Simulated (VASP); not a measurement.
# C in VASP: further runs, part 2 of 2

VASP 6.6.1. Earlier steps stand in the parts before.

## Step 3: Single point, PBEsol

INCAR

```
PREC = Accurate
ENCUT = 520
EDIFF = 1E-6
ISMEAR = 0
SIGMA = 0.1
LREAL = False
LASPH = True
NELM = 60
ALGO = Normal
ISIF = 2
LWAVE = False
LCHARG = False
LDIPOL = True
IDIPOL = 3
DIPOL = 0.5 0.5 0.500
GGA = PS
NBANDS = 31
```

KPOINTS

```
regular mesh
0
Gamma
  15 15 1
```

POSCAR

```
C
1.0
    2.4591607850      0.0000000000      0.0000000000
   -1.2295803925      2.1291862897      0.0000000000
    0.0000000000      0.0000000000     29.6464232427
C
10
Direct
    0.0833204452      0.1666408905      0.2529816140
    0.4166795547      0.8333591095      0.2529816140
    0.5833204452      0.1666408905      0.3764896220
    0.9166795548      0.8333591095      0.3764896220
    0.0833204452      0.1666408905      0.5000000000
    0.4166795547      0.8333591095      0.5000000000
    0.5833204452      0.1666408905      0.6235080081
    0.9166795548      0.8333591095      0.6235080081
    0.0833204452      0.1666408905      0.7470183860
    0.4166795547      0.8333591095      0.7470183860
```

Potentials or basis: VASP PAW PBE potentials, release 64 (C).

Command:

```bash
$ cat potpaw_PBE.64/C/POTCAR > POTCAR
$ mpirun -np 1 vasp_std > vasp.out
```

OUTCAR:

```text
PREC = Accurate
   ENCUT = 520
   EDIFF = 1E-6
   ISMEAR = 0
   LREAL = False
   LASPH = True
   NELM = 60
   ISIF = 2
   GGA = PS

 ion  position               nearest neighbor table
   1  0.083  0.167  0.253-   2 1.42   2 1.42   2 1.42
   2  0.417  0.833  0.253-   1 1.42   1 1.42   1 1.42
   3  0.583  0.167  0.376-   4 1.42   4 1.42   4 1.42
   4  0.917  0.833  0.376-   3 1.42   3 1.42   3 1.42
   5  0.083  0.167  0.500-   6 1.42   6 1.42   6 1.42
   6  0.417  0.833  0.500-   5 1.42   5 1.42   5 1.42
   7  0.583  0.167  0.624-   8 1.42   8 1.42   8 1.42
   8  0.917  0.833  0.624-   7 1.42   7 1.42   7 1.42
   9  0.083  0.167  0.747-  10 1.42  10 1.42  10 1.42
  10  0.417  0.833  0.747-   9 1.42   9 1.42   9 1.42

  Warning from LATTYP: Monoclinic adjustment (A1->A3, A2->A1, A3->A2)!
  LATTYP: Found a base centered orthorhombic cell.
 ALAT       =     2.4591607850
 B/A-ratio  =     1.7316365019
 C/A-ratio  =    12.0555042287

  Lattice vectors:

 A1 = (   1.2295803925,  -2.1291862897,   0.0000000000)
 A2 = (   1.2295803925,   2.1291862897,   0.0000000000)
 A3 = (   0.0000000000,   0.0000000000,  29.6464232427)

Analysis of symmetry for initial positions (statically):
=====================================================================
 Subroutine PRICEL returns:
 Original cell was already a primitive cell.

 Routine SETGRP: Setting up the symmetry group for a
 base centered orthorhombic supercell.

 Subroutine GETGRP returns: Found  8 space group operations
 (whereof  4 operations were pure point group operations)
 out of a pool of  8 trial point group operations.

The static configuration has the point symmetry C_2v.
 The point group associated with its full space group is D_2h.

Analysis of symmetry for dynamics (positions and initial velocities):
[... 158 lines left out ...]
   LRPA    =     F    only Hartree local field effects (RPA)
 non-spin polarized calculation
 Gauss-broadening in eV      SIGMA  =   0.10
  energy-cutoff  :      520.00
  volume of cell :      155.23
 maximum number of plane-waves:      4234
   NGX =  9   NGY =  9   NGZ =111

 number of electron      39.9999989 magnetization

 dipolmoment           0.000000      0.000000      0.000546 electrons x Angstroem

 Free energy of the ion-electron system (eV)
  ---------------------------------------------------
  ext. energy  EPLUGINS =         0.00000000
  ---------------------------------------------------
  free energy    TOTEN  =       -96.43568431 eV

  energy without entropy =      -96.43375367  energy(sigma->0) =      -96.43471899

 E-fermi :   0.7701     XC(G=0):  -6.3607

 val. band max:        0.7027622535   @ k =   0.3333   0.3333   0.0000
 cond. band min:       0.7717078972   @ k =   0.3333   0.3333   0.0000
 fundamental gap:      0.0689456437
 Fermi energy:         0.7700662730

 k-point     1 :       0.0000    0.0000    0.0000
  band No.  band energies     occupation
      1     -18.8354      2.00000
      2     -18.8091      2.00000
      3     -18.7727      2.00000
      4     -18.7336      2.00000
      5     -18.7024      2.00000
      6      -7.4558      2.00000
[... 805 lines left out ...]
     30       9.4791      0.00000
     31       9.4919      0.00000

 [... further k-points ...]

------------------------ aborting loop because EDIFF is reached ----------------------------------------

 vacuum level on the upper side and lower side of the slab       (xc-potential included)        -0.175        -0.195

  FORCE on cell =-STRESS in cart. coord.  units (eV):
  Direction    XX          YY          ZZ          XY          YZ          ZX
  --------------------------------------------------------------------------------------
  -------------------------------------------------------------------------------------
  Total        0.5782998      0.5879671     -0.0495474      0.0000000      0.0000000      0.0000000
  in kB        5.9688512      6.0686312     -0.5113976      0.0000000      0.0000000      0.0000000
  external PRESSURE =       3.8420283 kB  Pullay stress =       0.0000000 kB

 VOLUME and BASIS-vectors are now :
 -----------------------------------------------------------------------------
  energy-cutoff  :      520.00
  volume of cell :      155.23
      direct lattice vectors                 reciprocal lattice vectors
     2.459160785  0.000000000  0.000000000     0.406642789  0.234831495  0.000000000
    -1.229580392  2.129186290  0.000000000     0.000000000  0.469662990  0.000000000
     0.000000000  0.000000000 29.646423243     0.000000000  0.000000000  0.033730882

 POSITION                                       TOTAL-FORCE (eV/Angst)
 -----------------------------------------------------------------------------------
     -0.00000      0.35481      7.50000        -0.000000      0.001839      0.000507
     -0.00000      1.77438      7.50000         0.000000     -0.001839      0.000507
      1.22958      0.35481     11.16157         0.000000      0.000590     -0.000829
      1.22958      1.77438     11.16157        -0.000000     -0.000590     -0.000829
     -0.00000      0.35481     14.82321        -0.000000      0.000412      0.000000
     -0.00000      1.77438     14.82321         0.000000     -0.000412      0.000000
      1.22958      0.35481     18.48478         0.000000      0.000590      0.000829
      1.22958      1.77438     18.48478        -0.000000     -0.000590      0.000829
     -0.00000      0.35481     22.14642        -0.000000      0.001839     -0.000507
     -0.00000      1.77438     22.14642         0.000000     -0.001839     -0.000507
 -----------------------------------------------------------------------------------
    total drift:                                0.000000     -0.000000      0.125640

  FREE ENERGIE OF THE ION-ELECTRON SYSTEM (eV)
  ---------------------------------------------------
  free  energy   TOTEN  =       -96.4356843059 eV

  energy  without entropy=      -96.4337536744  energy(sigma->0) =      -96.43471899

 vacuum level on the upper side and lower side of the slab         4.980         4.961
```

It took 4.9 min on 1 thread of Intel Xeon Platinum 8488C (Sapphire Rapids), shared host; peak memory 0.38 GiB.

What came out:

| Quantity | Value |
| --- | --- |
| Free energy | -96.4357 eV |
| Band gap on the k mesh | zero (filled and empty bands touch) |

Levels at points of the mesh, in eV from the Fermi level:
```csv
k point,band 18,band 19,band 20,band 21,band 22,band 23
"(0.00, 0.00, 0.00)",-2.98,-2.98,-2.98,3.42,3.60,4.06
```

Caveat: the PAW data sets were made with another functional, which shifts forces and pressure a little.

The gap in the log of VASP goes by the Fermi energy; the results here count the filled bands.